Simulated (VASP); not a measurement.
# ZnSe (rocksalt type) (Fm-3m) in VASP: notebook

ZnSe (rocksalt type) is run at these levels: PBE; tasks: relaxation of cell and atoms.

All numbers are computed with VASP 6.6.1; they aren't measurements. Logs are shortened: lines on timing, memory, paths and dates and some standing lists are left out, and cuts for length are marked.

### 1 The cell of the first run

The structure is cubic, space group Fm-3m (No. 225). The conventional cell has a = 5.367 Å, b = 5.367 Å, c = 5.367 Å, α = 90.00°, β = 90.00°, γ = 90.00°. Within 3.5 Å of Zn (site symmetry m-3m) lie 6 Se at 2.68 Å. Within 3.5 Å of Se (site symmetry m-3m) lie 6 Zn at 2.68 Å.

### 2 Relaxation of cell and atoms, PBE, target pressure 0.043 GPa, at which the enthalpy is minimised

INCAR

```
PREC = Accurate
ENCUT = 600
EDIFF = 1E-6
ISMEAR = -1
SIGMA = 0.08
LREAL = F
LASPH = T
NELM = 60
ALGO = Normal
ISIF = 3
LWAVE = F
LCHARG = F
GGA = PE
IBRION = 2
NSW = 60
EDIFFG = -0.005
PSTRESS = 0.42999999999999994
```

KPOINTS

```
Automatic mesh
0
Gamma
  13 13 13
```

POSCAR

```
ZnSe
1.0
    0.0000000000      2.6836815010      2.6836815010
    2.6836815010      0.0000000000      2.6836815010
    2.6836815010      2.6836815010      0.0000000000
Zn Se
1 1
Direct
    0.0000000000      0.0000000000      0.0000000000
    0.5000000000      0.5000000000      0.5000000000
```

Potentials or basis: VASP PAW PBE potentials, release 64 (Zn, Se).

Run with:

```sh
> cat potpaw_PBE.64/Zn/POTCAR potpaw_PBE.64/Se/POTCAR > POTCAR
> mpirun -np 1 vasp_std > vasp.out
```

OUTCAR:

```text
PREC = Accurate
   ENCUT = 600
   EDIFF = 1E-6
   ISMEAR = -1
   LREAL = F
   LASPH = T
   NELM = 60
   ISIF = 3
   GGA = PE
   IBRION = 2
   NSW = 60
   EDIFFG = -0.005
   PSTRESS = 0.42999999999999994

 ion  position               nearest neighbor table
   1  0.000  0.000  0.000-   2 2.68   2 2.68   2 2.68   2 2.68   2 2.68   2 2.68
   2  0.500  0.500  0.500-   1 2.68   1 2.68   1 2.68   1 2.68   1 2.68   1 2.68

  LATTYP: Found a face centered cubic cell.
 ALAT       =     5.3673630020

  Lattice vectors:

 A1 = (   0.0000000000,   2.6836815010,   2.6836815010)
 A2 = (   2.6836815010,   0.0000000000,   2.6836815010)
 A3 = (   2.6836815010,   2.6836815010,   0.0000000000)

Analysis of symmetry for initial positions (statically):
=====================================================================
 Subroutine PRICEL returns:
 Original cell was already a primitive cell.

 Routine SETGRP: Setting up the symmetry group for a
 face centered cubic supercell.

 Subroutine GETGRP returns: Found 48 space group operations
 (whereof 48 operations were pure point group operations)
 out of a pool of 48 trial point group operations.

The static configuration has the point symmetry O_h .

Analysis of symmetry for dynamics (positions and initial velocities):
=====================================================================
 Subroutine PRICEL returns:
 Original cell was already a primitive cell.

 Routine SETGRP: Setting up the symmetry group for a
 face centered cubic supercell.

 Subroutine GETGRP returns: Found 48 space group operations
 (whereof 48 operations were pure point group operations)
 out of a pool of 48 trial point group operations.

The dynamic configuration has the point symmetry O_h .

 Subroutine INISYM returns: Found 48 space group operations
 (whereof 48 operations are pure point group operations),
 and found     1 'primitive' translations

----------------------------------------------------------------------------------------

                                     Primitive cell

  volume of cell :      38.6565

  direct lattice vectors                    reciprocal lattice vectors
     0.000000000  2.683681501  2.683681501    -0.186311229  0.186311229  0.186311229
     2.683681501  0.000000000  2.683681501     0.186311229 -0.186311229  0.186311229
     2.683681501  2.683681501  0.000000000     0.186311229  0.186311229 -0.186311229

  length of vectors
     3.795298776  3.795298776  3.795298776     0.322700515  0.322700515  0.322700515

  position of ions in fractional coordinates (direct lattice)
     0.000000000  0.000000000  0.000000000
     0.500000000  0.500000000  0.500000000

  ion indices of the primitive-cell ions
   primitive index   ion index
                 1           1
                 2           2

----------------------------------------------------------------------------------------

 KPOINTS: Automatic mesh

Automatic generation of k-mesh.
 Grid dimensions read from file:
 generate k-points for:   13   13   13

 Generating k-lattice:

  Cartesian coordinates                     Fractional coordinates (reciprocal lattice)
    -0.014331633  0.014331633  0.014331633     0.076923077  0.000000000  0.000000000
     0.014331633 -0.014331633  0.014331633     0.000000000  0.076923077  0.000000000
     0.014331633  0.014331633 -0.014331633     0.000000000  0.000000000  0.076923077

  Length of vectors
     0.024823117  0.024823117  0.024823117

  Shift w.r.t. Gamma in fractional coordinates (k-lattice)
     0.000000000  0.000000000  0.000000000

 Subroutine IBZKPT returns following result:
 ===========================================

 Found     84 irreducible k-points:

 Following reciprocal coordinates:
            Coordinates               Weight
  0.000000  0.000000  0.000000      1.000000
  0.076923  0.000000  0.000000      8.000000
  0.153846  0.000000  0.000000      8.000000
  0.230769  0.000000  0.000000      8.000000
  0.307692  0.000000  0.000000      8.000000
  0.384615  0.000000  0.000000      8.000000
[... 16 lines left out ...]
  0.384615  0.153846  0.000000     24.000000
  0.461538  0.153846  0.000000     24.000000
 [... further k-points ...]
   k-points           NKPTS =     84   k-points in BZ     NKDIM =     84   number of bands    NBANDS=     13
   number of dos      NEDOS =    301   number of ions     NIONS =      2
   total plane-waves  NPLWV =  27000
   dimension x,y,z NGX =    30 NGY =   30 NGZ =   30
   dimension x,y,z NGXF=    60 NGYF=   60 NGZF=   60
   ions per type =               1   1
   NGX,Y,Z   is equivalent  to a cutoff of  13.14, 13.14, 13.14 a.u.
   NGXF,Y,Z  is equivalent  to a cutoff of  26.28, 26.28, 26.28 a.u.
 SYSTEM =  unknown system
   PREC   = accura    normal or accurate (medium, high low for compatibility)
   ISTART =      0    job   : 0-new  1-cont  2-samecut
   ICHARG =      2    charge: 1-file 2-atom 10-const
   ISPIN  =      1    spin polarized calculation?
   LNONCOLLINEAR =      F non collinear calculations
   LSORBIT =      F    spin-orbit coupling
   LASPH  =      T    aspherical Exc in radial PAW
   ENCUT  =  600.0 eV  44.10 Ry    6.64 a.u.   7.58  7.58  7.58*2*pi/ulx,y,z
   NELM   =     60;   NELMIN=  2; NELMDL= -5     # of ELM steps
   EDIFF  = 0.1E-05   stopping-criterion for ELM
   LREAL  =      F    real-space projection
   EDIFFG = -.5E-02   stopping-criterion for IOM
   NSW    =     60    number of steps for IOM
   IBRION =      2    ionic relax: 0-MD 1-quasi-New 2-CG
   NFREE  =      1    steps in history (QN), initial steepest desc. (CG)
   ISIF   =      3    stress and relaxation
   ISYM   =      2    0-nonsym 1-usesym 2-fastsym
   POTIM  = 0.5000    time-step for ionic-motion
   TEBEG  =    0.0;   TEEND  =   0.0 temperature during run
   PSTRESS=    0.4 pullay stress
   NELECT =      18.0000    total number of electrons
   NUPDOWN=      -1.0000    fix difference up-down
   EMIN   =  10.00;   EMAX   =-10.00  energy-range for DOS
   EFERMI =   0.00;   METHOD = LEGACY
   ISMEAR =    -1;   SIGMA  =   0.08  broadening in eV -4-tet -1-fermi 0-gaus
   EFERMI_NEDOS =   21; number of points for ismear=-14 and -15
   IALGO  =     38    algorithm
   IMIX   =      4    mixing-type and parameters
     AMIX     =   0.40;   BMIX     =  1.00
     AMIX_MAG =   1.60;   BMIX_MAG =  1.00
  volume/ion in A,a.u.               =      19.33       130.43
  Fermi-wavevector in a.u.,A,eV,Ry     =   1.268892  2.397858 21.906566  1.610087
  Thomas-Fermi vector in A             =   2.401963
   LORBIT       =      0    0 simple, 1 ext, 2 COOP (PROOUT), +10 PAW based schemes
   GGA     = PE    functional components
   LHFCALC =     F    Hartree Fock is set to
   AEXX    =    0.0000 exact exchange contribution
   IVDW    =     0    specifies the selected vdW correction
   LEPSILON=     F    determine dielectric tensor
   LRPA    =     F    only Hartree local field effects (RPA)
 conjugate gradient relaxation of ions
 non-spin polarized calculation
  energy-cutoff  :      600.00
  volume of cell :       38.66
 maximum number of plane-waves:      1308
   NGX = 15   NGY = 15   NGZ = 15

--------------------------------------- Ionic step        1  -------------------------------------------

 number of electron      18.0000012 magnetization

 Free energy of the ion-electron system (eV)
  ---------------------------------------------------
  ext. energy  EPLUGINS =         0.00000000
  ---------------------------------------------------
  free energy    TOTEN  =        -5.42413824 eV

  energy without entropy =       -5.41204396  energy(sigma->0) =       -5.41809110

------------------------ aborting loop because EDIFF is reached ----------------------------------------

  FORCE on cell =-STRESS in cart. coord.  units (eV):
  Direction    XX          YY          ZZ          XY          YZ          ZX
  --------------------------------------------------------------------------------------
  -------------------------------------------------------------------------------------
  Total        0.0497052      0.0497052      0.0497052      0.0000000      0.0000000      0.0000000
  in kB        2.0601074      2.0601074      2.0601074      0.0000000      0.0000000      0.0000000
  external PRESSURE =       1.6301074 kB  Pullay stress =       0.4300000 kB

 VOLUME and BASIS-vectors are now :
 -----------------------------------------------------------------------------
  energy-cutoff  :      600.00
  volume of cell :       38.66
      direct lattice vectors                 reciprocal lattice vectors
     0.000000000  2.683681501  2.683681501    -0.186311229  0.186311229  0.186311229
     2.683681501  0.000000000  2.683681501     0.186311229 -0.186311229  0.186311229
     2.683681501  2.683681501  0.000000000     0.186311229  0.186311229 -0.186311229

 POSITION                                       TOTAL-FORCE (eV/Angst)
 -----------------------------------------------------------------------------------
      0.00000      0.00000      0.00000         0.000000      0.000000      0.000000
      2.68368      2.68368      2.68368        -0.000000     -0.000000     -0.000000
 -----------------------------------------------------------------------------------
    total drift:                               -0.000000      0.000000      0.000000

  FREE ENERGIE OF THE ION-ELECTRON SYSTEM (eV)
  ---------------------------------------------------
  free  energy   TOTEN  =        -5.4241382401 eV

  energy  without entropy=       -5.4120439624  energy(sigma->0) =       -5.41809110

  enthalpy is  TOTEN    =        -5.4137634150 eV   P V=        0.0103748252

--------------------------------------- Ionic step        2  -------------------------------------------

 number of electron      18.0000013 magnetization

 Free energy of the ion-electron system (eV)
  ---------------------------------------------------
  ext. energy  EPLUGINS =         0.00000000
  ---------------------------------------------------
  free energy    TOTEN  =        -5.42421479 eV

  energy without entropy =       -5.41208752  energy(sigma->0) =       -5.41815115

 E-fermi :   3.0715     XC(G=0): -10.3994

 val. band max:        3.0362391506   @ k =  -0.3077   0.0769   0.0000
 cond. band min:       3.0821317170   @ k =  -0.1538   0.1538   0.0000
 fundamental gap:      0.0458925664
 Fermi energy:         3.0714966899

 k-point     1 :       0.0000    0.0000    0.0000
  band No.  band energies     occupation
      1     -10.6986      2.00000
      2      -3.4896      2.00000
      3      -3.4896      2.00000
      4      -3.4711      2.00000
      5      -3.4711      2.00000
      6      -3.4711      2.00000
      7       2.6136      1.99349
      8       2.6136      1.99349
      9       2.6136      1.99349
     10       3.7579      0.00038
     11      11.6633      0.00000
     12      11.6633      0.00000
     13      11.6633      0.00000

 k-point     2 :       0.0769    0.0000    0.0000
  band No.  band energies     occupation
      1     -10.6397      2.00000
      2      -3.5022      2.00000
      3      -3.5022      2.00000
      4      -3.4765      2.00000
      5      -3.4662      2.00000
      6      -3.4662      2.00000
      7       1.7653      2.00000
      8       2.6267      1.99234
      9       2.6267      1.99234
     10       4.5436      0.00000
     11      11.1105      0.00000
     12      11.5816      0.00000
     13      11.5816      0.00000
[... 321 lines left out ...]
 k-point    23 :       0.3846    0.1538    0.0000
  band No.  band energies     occupation
      1      -9.6476      2.00000
      2      -3.7451      2.00000
      3      -3.5952      2.00000
      4      -3.5783      2.00000
      5      -3.3990      2.00000
      6      -3.3712      2.00000
      7      -1.6301      2.00000
      8       1.9966      2.00000
      9       2.0075      2.00000
     10       5.9439      0.00000
     11       8.4387      0.00000
     12      10.1797      0.00000
     13      10.5893      0.00000

 k-point    24 :       0.4615    0.1538    0.0000
  band No.  band energies     occupation
      1      -9.3947      2.00000
      2      -3.7838      2.00000
      3      -3.6458      2.00000
      4      -3.6392      2.00000
      5      -3.3774      2.00000
      6      -3.3585      2.00000
      7      -2.1720      2.00000
      8       1.7682      2.00000
      9       2.1680      1.99998
     10       5.9288      0.00000
     11       8.2439      0.00000
     12       9.5262      0.00000
     13      11.1862      0.00000

 [... further k-points ...]
[... 5 lines left out ...]
  --------------------------------------------------------------------------------------
  -------------------------------------------------------------------------------------
  Total        0.0105528      0.0105528      0.0105528     -0.0000000     -0.0000000      0.0000000
  in kB        0.4361342      0.4361342      0.4361342     -0.0000000     -0.0000000      0.0000000
  external PRESSURE =       0.0061342 kB  Pullay stress =       0.4300000 kB

 VOLUME and BASIS-vectors are now :
 -----------------------------------------------------------------------------
  energy-cutoff  :      600.00
  volume of cell :       38.77
      direct lattice vectors                 reciprocal lattice vectors
     0.000000000  2.686227515  2.686227515    -0.186134643  0.186134643  0.186134643
     2.686227515  0.000000000  2.686227515     0.186134643 -0.186134643  0.186134643
     2.686227515  2.686227515  0.000000000     0.186134643  0.186134643 -0.186134643

 POSITION                                       TOTAL-FORCE (eV/Angst)
 -----------------------------------------------------------------------------------
      0.00000      0.00000      0.00000         0.000000      0.000000      0.000000
      2.68623      2.68623      2.68623        -0.000000     -0.000000     -0.000000
 -----------------------------------------------------------------------------------
    total drift:                               -0.000000      0.000000      0.000000

  FREE ENERGIE OF THE ION-ELECTRON SYSTEM (eV)
  ---------------------------------------------------
  free  energy   TOTEN  =        -5.4242147902 eV

  energy  without entropy=       -5.4120875156  energy(sigma->0) =       -5.41815115

  enthalpy is  TOTEN    =        -5.4138104092 eV   P V=        0.0104043810

 reached required accuracy - stopping structural energy minimisation
```

It took 51 s on 1 thread of AMD EPYC 7R43 (Zen 3), shared host; peak memory 0.18 GiB.

Results:

```
Free energy                                                : -5.4242 eV
Relaxed volume                                             : 19.38 Å³/atom
Relaxed cell                                               : a = 3.799 Å, b = 3.799 Å, c = 3.799 Å, α = 60.00°, β = 60.00°, γ = 60.00°
Space group after relaxing (to 0.1 Å)                      : Fm-3m (No. 225)
Energy change on relaxing (the run minimises the enthalpy) : -0.0 meV/atom
Ionic steps                                                : 2
Pressure after relaxing                                    : 0.0 GPa
Band gap on the k mesh                                     : zero (bands 9 and 10 overlap by 0.95 eV)
```

Final structure:
```cif
data_structure
_symmetry_space_group_name_H-M 'P 1'
_symmetry_Int_Tables_number 1
_cell_length_a 3.7989
_cell_length_b 3.7989
_cell_length_c 3.7989
_cell_angle_alpha 60.000
_cell_angle_beta 60.000
_cell_angle_gamma 60.000
_cell_volume 38.77
loop_
_atom_site_label
_atom_site_type_symbol
_atom_site_fract_x
_atom_site_fract_y
_atom_site_fract_z
_atom_site_occupancy
Zn1 Zn 0.00000 0.00000 0.00000 1
Se1 Se 0.50000 0.50000 0.50000 1
```

Levels at points of the mesh, in eV from the Fermi level:
| k point | band 5 | band 6 | band 7 | band 8 | band 9 | band 10 | band 11 | band 12 | band 13 |
| --- | --- | --- | --- | --- | --- | --- | --- | --- | --- |
| (0.00, 0.00, 0.00) | -6.54 | -6.54 | -0.46 | -0.46 | -0.46 | 0.69 | 8.59 | 8.59 | 8.59 |

Caveat: the cell is relaxed towards a set pressure, so the run minimises the enthalpy, not the energy.

### 3 Relaxation of cell and atoms, PBE, target pressure 0.043 GPa, at which the enthalpy is minimised

INCAR

```
SYSTEM = ZnSe
PREC     = Accurate       ! precision mode
ENCUT    = 600            ! plane-wave cutoff, eV
EDIFF    = 1E-6           ! SCF threshold, eV
ISMEAR   = -1             ! smearing method
SIGMA    = 0.08           ! smearing width, eV
LREAL    = .False.        ! projectors in reciprocal space
LASPH    = .True.         ! aspherical terms in the spheres
NELM     = 60             ! most SCF steps
ALGO     = Normal         ! electronic algorithm
ISIF     = 3              ! what is computed and relaxed
LWAVE    = .False.        ! write WAVECAR
LCHARG   = .False.        ! write CHGCAR
GGA      = PE             ! functional
IBRION   = 2              ! ionic algorithm
NSW      = 32             ! ionic steps
EDIFFG   = -0.005         ! ionic threshold
PSTRESS  = 0.42999999999999994
```

KPOINTS

```
regular mesh
0
Gamma
  13 13 13
  0 0 0
```

POSCAR is that of step 2.

Potentials or basis: VASP PAW PBE potentials, release 64 (Zn, Se).

Run with:

```sh
> cat potpaw_PBE.64/Zn/POTCAR potpaw_PBE.64/Se/POTCAR > POTCAR
> mpirun -np 1 vasp_std > vasp.out
```

Run time: 51 s. Hardware: 1 thread of AMD EPYC 7R43 (Zen 3), shared host; peak memory 0.18 GiB.

Results (log left out):

```yaml
Free_energy: -5.4242 eV
Relaxed_volume: 19.38 Å³/atom
Relaxed_cell: a = 3.799 Å, b = 3.799 Å, c = 3.799 Å, α = 60.00°, β = 60.00°, γ = 60.00°
Space_group_after_relaxing_to_0.1_Å: Fm-3m (No. 225)
Energy_change_on_relaxing_the_run_minimises_the_enthalpy: -0.0 meV/atom
Ionic_steps: 2
Pressure_after_relaxing: 0.0 GPa
Band_gap_on_the_k_mesh: zero (bands 9 and 10 overlap by 0.95 eV)
```

Final structure:
```
CELL_PARAMETERS angstrom
0.00000 2.68623 2.68623
2.68623 0.00000 2.68623
2.68623 2.68623 0.00000
ATOMIC_POSITIONS crystal
Zn 0.00000 0.00000 0.00000
Se 0.50000 0.50000 0.50000
```

Levels at points of the mesh, in eV from the Fermi level:
| k point | band 7 | band 8 | band 9 | band 10 | band 11 | band 12 |
| --- | --- | --- | --- | --- | --- | --- |
| (0.00, 0.00, 0.00) | -0.46 | -0.46 | -0.46 | 0.69 | 8.59 | 8.59 |

Caveat: the cell is relaxed towards a set pressure, so the run minimises the enthalpy, not the energy.
